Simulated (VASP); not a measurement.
# SrO (Fm-3m) in VASP: single point with PBE

Aim: the single point of SrO with PBE.

Program: VASP 6.6.1. These are calculated values, not measurements. Logs are shortened: lines on timing, memory, paths and dates and some standing lists are left out, and cuts for length are marked.

## Step 1: The cell of the first run

The structure is cubic, space group Fm-3m (No. 225). The conventional cell has a = 5.089 Å, b = 5.089 Å, c = 5.089 Å, α = 90.00°, β = 90.00°, γ = 90.00°. Sr (site symmetry m-3m) has 6 O at 2.54 Å within 3.4 Å. O (site symmetry m-3m) has 6 Sr at 2.54 Å within 3.4 Å.

## Step 2: Single point, PBE

INCAR reads:

```
PREC = Accurate
ENCUT = 600
EDIFF = 1E-6
ISMEAR = 0
SIGMA = 0.02
LREAL = False
LASPH = True
NELM = 120
ALGO = Normal
ISIF = 2
LWAVE = False
LCHARG = True
GGA = PE
LELF = True
LVHAR = True
NBANDS = 15
GGA_COMPAT = False
```

KPOINTS reads:

```
Automatic mesh
0
Gamma
  8 8 8
```

POSCAR reads:

```
SrO
1.0
    0.0000000000      2.5443505607      2.5443505607
    2.5443505607      0.0000000000      2.5443505607
    2.5443505607      2.5443505607      0.0000000000
Sr O
1 1
Direct
    0.5000000000      0.5000000000      0.5000000000
    0.0000000000      0.0000000000      0.0000000000
```

Potentials or basis: VASP PAW PBE potentials, release 64 (Sr_sv, O).

Command:

```console
$ cat potpaw_PBE.64/Sr_sv/POTCAR potpaw_PBE.64/O/POTCAR > POTCAR
$ mpirun -np 1 vasp_std > vasp.out
```

OUTCAR:

```text
PREC = Accurate
   ENCUT = 600
   EDIFF = 1E-6
   ISMEAR = 0
   LREAL = False
   LASPH = True
   NELM = 120
   ISIF = 2
   GGA = PE

 ion  position               nearest neighbor table
   1  0.500  0.500  0.500-   2 2.54   2 2.54   2 2.54   2 2.54   2 2.54   2 2.54
   2  0.000  0.000  0.000-   1 2.54   1 2.54   1 2.54   1 2.54   1 2.54   1 2.54

  LATTYP: Found a face centered cubic cell.
 ALAT       =     5.0887011214

  Lattice vectors:

 A1 = (   0.0000000000,   2.5443505607,   2.5443505607)
 A2 = (   2.5443505607,   0.0000000000,   2.5443505607)
 A3 = (   2.5443505607,   2.5443505607,   0.0000000000)

Analysis of symmetry for initial positions (statically):
=====================================================================
 Subroutine PRICEL returns:
 Original cell was already a primitive cell.

 Routine SETGRP: Setting up the symmetry group for a
 face centered cubic supercell.

 Subroutine GETGRP returns: Found 48 space group operations
 (whereof 48 operations were pure point group operations)
 out of a pool of 48 trial point group operations.

The static configuration has the point symmetry O_h .

Analysis of symmetry for dynamics (positions and initial velocities):
=====================================================================
 Subroutine PRICEL returns:
 Original cell was already a primitive cell.

 Routine SETGRP: Setting up the symmetry group for a
 face centered cubic supercell.

 Subroutine GETGRP returns: Found 48 space group operations
 (whereof 48 operations were pure point group operations)
 out of a pool of 48 trial point group operations.

The dynamic configuration has the point symmetry O_h .

 Subroutine INISYM returns: Found 48 space group operations
 (whereof 48 operations are pure point group operations),
 and found     1 'primitive' translations

----------------------------------------------------------------------------------------

                                     Primitive cell

  volume of cell :      32.9428

  direct lattice vectors                    reciprocal lattice vectors
     0.000000000  2.544350561  2.544350561    -0.196513801  0.196513801  0.196513801
     2.544350561  0.000000000  2.544350561     0.196513801 -0.196513801  0.196513801
     2.544350561  2.544350561  0.000000000     0.196513801  0.196513801 -0.196513801

  length of vectors
     3.598255070  3.598255070  3.598255070     0.340371888  0.340371888  0.340371888

  position of ions in fractional coordinates (direct lattice)
     0.500000000  0.500000000  0.500000000
     0.000000000  0.000000000  0.000000000

  ion indices of the primitive-cell ions
   primitive index   ion index
                 1           1
                 2           2

----------------------------------------------------------------------------------------

 KPOINTS: Automatic mesh

Automatic generation of k-mesh.
 Grid dimensions read from file:
 generate k-points for:    8    8    8

 Generating k-lattice:

  Cartesian coordinates                     Fractional coordinates (reciprocal lattice)
    -0.024564225  0.024564225  0.024564225     0.125000000  0.000000000  0.000000000
     0.024564225 -0.024564225  0.024564225     0.000000000  0.125000000  0.000000000
     0.024564225  0.024564225 -0.024564225     0.000000000  0.000000000  0.125000000

  Length of vectors
     0.042546486  0.042546486  0.042546486

  Shift w.r.t. Gamma in fractional coordinates (k-lattice)
     0.000000000  0.000000000  0.000000000

 Subroutine IBZKPT returns following result:
 ===========================================

 Found     29 irreducible k-points:

 Following reciprocal coordinates:
            Coordinates               Weight
  0.000000  0.000000  0.000000      1.000000
  0.125000  0.000000  0.000000      8.000000
  0.250000  0.000000  0.000000      8.000000
  0.375000  0.000000  0.000000      8.000000
  0.500000  0.000000  0.000000      4.000000
  0.125000  0.125000  0.000000      6.000000
[... 16 lines left out ...]
  0.500000  0.250000  0.125000     48.000000
 -0.375000  0.250000  0.125000     24.000000
 [... further k-points ...]
   k-points           NKPTS =     29   k-points in BZ     NKDIM =     29   number of bands    NBANDS=     15
   number of dos      NEDOS =    301   number of ions     NIONS =      2
   total plane-waves  NPLWV =  27000
   dimension x,y,z NGX =    30 NGY =   30 NGZ =   30
   dimension x,y,z NGXF=    60 NGYF=   60 NGZF=   60
   ions per type =               1   1
   NGX,Y,Z   is equivalent  to a cutoff of  13.86, 13.86, 13.86 a.u.
   NGXF,Y,Z  is equivalent  to a cutoff of  27.72, 27.72, 27.72 a.u.
 SYSTEM =  unknown system
   PREC   = accura    normal or accurate (medium, high low for compatibility)
   ISTART =      0    job   : 0-new  1-cont  2-samecut
   ICHARG =      2    charge: 1-file 2-atom 10-const
   ISPIN  =      1    spin polarized calculation?
   LNONCOLLINEAR =      F non collinear calculations
   LSORBIT =      F    spin-orbit coupling
   LASPH  =      T    aspherical Exc in radial PAW
   ENCUT  =  600.0 eV  44.10 Ry    6.64 a.u.   7.19  7.19  7.19*2*pi/ulx,y,z
   NELM   =    120;   NELMIN=  2; NELMDL= -5     # of ELM steps
   EDIFF  = 0.1E-05   stopping-criterion for ELM
   LREAL  =      F    real-space projection
   EDIFFG = 0.1E-04   stopping-criterion for IOM
   NSW    =      0    number of steps for IOM
   IBRION =     -1    ionic relax: 0-MD 1-quasi-New 2-CG
   NFREE  =      0    steps in history (QN), initial steepest desc. (CG)
   ISIF   =      2    stress and relaxation
   ISYM   =      2    0-nonsym 1-usesym 2-fastsym
   POTIM  = 0.5000    time-step for ionic-motion
   TEBEG  =    0.0;   TEEND  =   0.0 temperature during run
   PSTRESS=    0.0 pullay stress
   NELECT =      16.0000    total number of electrons
   NUPDOWN=      -1.0000    fix difference up-down
   EMIN   =  10.00;   EMAX   =-10.00  energy-range for DOS
   EFERMI =   0.00;   METHOD = LEGACY
   ISMEAR =     0;   SIGMA  =   0.02  broadening in eV -4-tet -1-fermi 0-gaus
   EFERMI_NEDOS =   21; number of points for ismear=-14 and -15
   IALGO  =     38    algorithm
   IMIX   =      4    mixing-type and parameters
     AMIX     =   0.40;   BMIX     =  1.00
     AMIX_MAG =   1.60;   BMIX_MAG =  1.00
  volume/ion in A,a.u.               =      16.47       111.15
  Fermi-wavevector in a.u.,A,eV,Ry     =   1.286850  2.431794 22.531010  1.655983
  Thomas-Fermi vector in A             =   2.418900
   LORBIT       =      0    0 simple, 1 ext, 2 COOP (PROOUT), +10 PAW based schemes
   GGA     = PE    functional components
   LHFCALC =     F    Hartree Fock is set to
   AEXX    =    0.0000 exact exchange contribution
   IVDW    =     0    specifies the selected vdW correction
   LEPSILON=     F    determine dielectric tensor
   LRPA    =     F    only Hartree local field effects (RPA)
 non-spin polarized calculation
 Gauss-broadening in eV      SIGMA  =   0.02
  energy-cutoff  :      600.00
  volume of cell :       32.94
 maximum number of plane-waves:      1124
 NGX is ok and might be reduce to    30
   NGX = 15   NGY = 15   NGZ = 15

 number of electron      15.9999998 magnetization

 Free energy of the ion-electron system (eV)
  ---------------------------------------------------
  ext. energy  EPLUGINS =         0.00000000
  ---------------------------------------------------
  free energy    TOTEN  =       -12.00983332 eV

  energy without entropy =      -12.00983332  energy(sigma->0) =      -12.00983332

 E-fermi :   1.9283     XC(G=0): -10.1750

 val. band max:        1.8130139095   @ k =   0.0000   0.0000   0.0000
 cond. band min:       5.0582231654   @ k =   0.5000   0.5000   0.0000
 fundamental gap:      3.2452092559
 Fermi energy:         1.9283236533

 k-point     1 :       0.0000    0.0000    0.0000
  band No.  band energies     occupation
      1     -30.4687      2.00000
      2     -13.3169      2.00000
      3     -12.0718      2.00000
      4     -12.0718      2.00000
      5     -12.0718      2.00000
      6       1.8130      2.00000
      7       1.8130      2.00000
      8       1.8130      2.00000
      9       6.0254      0.00000
     10       8.0921      0.00000
     11       8.0921      0.00000
     12       8.0921      0.00000
     13      10.3307      0.00000
     14      10.3307      0.00000
     15      14.6795      0.00000

 k-point     2 :       0.1250    0.0000    0.0000
  band No.  band energies     occupation
      1     -30.4459      2.00000
      2     -13.6848      2.00000
      3     -12.0849      2.00000
      4     -12.0849      2.00000
      5     -11.7590      2.00000
      6       1.3532      2.00000
      7       1.6039      2.00000
      8       1.6039      2.00000
      9       6.7329      0.00000
     10       7.9428      0.00000
     11       8.4088      0.00000
     12       8.4088      0.00000
     13      10.7599      0.00000
     14      10.7599      0.00000
     15      15.7079      0.00000

 k-point     3 :       0.2500    0.0000    0.0000
  band No.  band energies     occupation
      1     -30.3901      2.00000
      2     -14.2802      2.00000
      3     -12.1160      2.00000
      4     -12.1160      2.00000
      5     -11.2971      2.00000
      6       0.5061      2.00000
      7       1.1544      2.00000
      8       1.1544      2.00000
      9       7.8995      0.00000
     10       8.2894      0.00000
     11       9.2695      0.00000
     12       9.2695      0.00000
     13      11.8288      0.00000
     14      11.8288      0.00000
     15      17.7835      0.00000
[... 343 lines left out ...]
 k-point    23 :       0.5000    0.2500    0.1250
  band No.  band energies     occupation
      1     -30.3047      2.00000
      2     -14.4880      2.00000
      3     -12.4750      2.00000
      4     -12.2641      2.00000
      5     -11.2755      2.00000
      6       0.2421      2.00000
      7       0.8361      2.00000
      8       1.2921      2.00000
      9       7.4449      0.00000
     10       9.1937      0.00000
     11      10.9446      0.00000
     12      11.0636      0.00000
     13      13.1504      0.00000
     14      14.1546      0.00000
     15      16.4940      0.00000

 k-point    24 :      -0.3750    0.2500    0.1250
  band No.  band energies     occupation
      1     -30.2859      2.00000
      2     -14.5600      2.00000
      3     -12.4997      2.00000
      4     -12.3254      2.00000
      5     -11.2460      2.00000
      6       0.2013      2.00000
      7       0.9194      2.00000
      8       1.0120      2.00000
      9       8.2955      0.00000
     10       8.6716      0.00000
     11      11.3812      0.00000
     12      11.5035      0.00000
     13      13.6919      0.00000
     14      15.0652      0.00000
     15      15.5591      0.00000

 [... further k-points ...]

------------------------ aborting loop because EDIFF is reached ----------------------------------------

  FORCE on cell =-STRESS in cart. coord.  units (eV):
  Direction    XX          YY          ZZ          XY          YZ          ZX
  --------------------------------------------------------------------------------------
  -------------------------------------------------------------------------------------
  Total        1.3590233      1.3590233      1.3590233      0.0000000      0.0000000     -0.0000000
  in kB       66.0962234     66.0962234     66.0962234      0.0000000      0.0000000     -0.0000000
  external PRESSURE =      66.0962234 kB  Pullay stress =       0.0000000 kB

 VOLUME and BASIS-vectors are now :
 -----------------------------------------------------------------------------
  energy-cutoff  :      600.00
  volume of cell :       32.94
      direct lattice vectors                 reciprocal lattice vectors
     0.000000000  2.544350561  2.544350561    -0.196513801  0.196513801  0.196513801
     2.544350561  0.000000000  2.544350561     0.196513801 -0.196513801  0.196513801
     2.544350561  2.544350561  0.000000000     0.196513801  0.196513801 -0.196513801

 POSITION                                       TOTAL-FORCE (eV/Angst)
 -----------------------------------------------------------------------------------
      2.54435      2.54435      2.54435        -0.000000     -0.000000      0.000000
      0.00000      0.00000      0.00000         0.000000      0.000000     -0.000000
 -----------------------------------------------------------------------------------
    total drift:                               -0.000000      0.000000      0.000000

  FREE ENERGIE OF THE ION-ELECTRON SYSTEM (eV)
  ---------------------------------------------------
  free  energy   TOTEN  =       -12.0098333153 eV

  energy  without entropy=      -12.0098333153  energy(sigma->0) =      -12.00983332
```

Wall time 19 s (1 thread of AMD EPYC 7R43 (Zen 3), shared host); peak memory 0.14 GiB.

Results:

- Free energy: -12.0098 eV
- Pressure: 6.6 GPa
- Band gap on the k mesh: 3.25 eV (least direct gap 3.31 eV)

Caveat: the cell stands under pressure. A k mesh can miss the band edges.
